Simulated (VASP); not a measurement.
Write the native input for VASP 6.6.1 that does the following.

```
Task                   : single point
Functional             : r2SCAN
Potentials or basis    : VASP PAW PBE potentials, release 64 (Al, O)
Cutoff                 : 520 eV
k mesh                 : 6 × 4 × 8
Occupations            : gaussian, width 0.05 eV
Spin                   : no spin polarisation
Dipole correction      : no
Further INCAR settings : ALGO = Normal; EDIFF = 1e-07; NBANDS = 35
```

Al2O3:

```
CELL_PARAMETERS angstrom
4.79097 0.00000 0.00000
0.00000 9.27249 0.00000
0.00000 0.00000 2.99543
ATOMIC_POSITIONS crystal
Al 0.41496 0.33080 0.50000
Al 0.58504 0.66920 0.50000
Al 0.91496 0.16920 0.00000
Al 0.08504 0.83080 0.00000
O 0.73265 0.22260 0.50000
O 0.00000 0.00000 0.00000
O 0.76735 0.72260 0.00000
O 0.23265 0.27740 0.00000
O 0.26735 0.77740 0.50000
O 0.50000 0.50000 0.50000
```

This cell differs from its parent crystal: strain +0.0350 x Voigt [1, -1, 0, 0, 0, 0].

One way to write it, as run:

POSCAR

```
Al2O3
1.0
    4.7909682422      0.0000000000      0.0000000000
    0.0000000000      9.2724918679      0.0000000000
    0.0000000000      0.0000000000      2.9954281823
Al O
4 6
Direct
    0.4149577251      0.3307998761      0.5000000000
    0.5850422749      0.6692001239      0.5000000000
    0.9149577251      0.1692001239      0.0000000000
    0.0850422749      0.8307998761      0.0000000000
    0.7326465181      0.2226010545      0.5000000000
    0.0000000000      0.0000000000      0.0000000000
    0.7673534819      0.7226010545      0.0000000000
    0.2326465181      0.2773989455      0.0000000000
    0.2673534819      0.7773989455      0.5000000000
    0.5000000000      0.5000000000      0.5000000000
```

INCAR.step1

```
SYSTEM = Al2O3
PREC = Accurate
ENCUT = 520
ISMEAR = 0
SIGMA = 0.05
LREAL = .FALSE.
LASPH = .TRUE.
NELM = 80
NBANDS = 35
GGA = PE
ALGO = Normal
EDIFF = 1E-4
LWAVE = .TRUE.
LCHARG = .FALSE.
```

INCAR.step2

```
SYSTEM = Al2O3
PREC = Accurate
ENCUT = 520
EDIFF = 1E-7
ISMEAR = 0
SIGMA = 0.05
LREAL = .FALSE.
LASPH = .TRUE.
NELM = 80
ALGO = Normal
ISIF = 2
LWAVE = .FALSE.
LCHARG = .FALSE.
METAGGA = R2SCAN
LMIXTAU = .TRUE.
NBANDS = 35
ISTART = 1
```

KPOINTS

```
Automatic mesh
0
G
  6 4 8
  0 0 0
```

Potentials or basis: VASP PAW PBE potentials, release 64 (Al, O).

The run is started by

```bash
$ cat potpaw_PBE.64/Al/POTCAR potpaw_PBE.64/O/POTCAR > POTCAR
$ cp INCAR.step1 INCAR
$ mpirun -np 1 vasp_std > vasp.out
$ cp INCAR.step2 INCAR
$ mpirun -np 1 vasp_std > vasp.out
```

Results of the run:

```json
{"Pressure": "2.9 GPa", "Largest force": "2.028 eV/Å", "Band gap on the k mesh": "4.45 eV"}
```

Caveat: the cell differs from its parent crystal (strain +0.0350 x Voigt [1, -1, 0, 0, 0, 0]); the stress differs along the axes, from -4 to 15 GPa; the PAW data sets were made with another functional, which shifts forces and pressure a little.

Wall time 23 min on 1 thread of Oxide Virtual Turin-like Processor (shared host), peak memory 0.34 GiB.
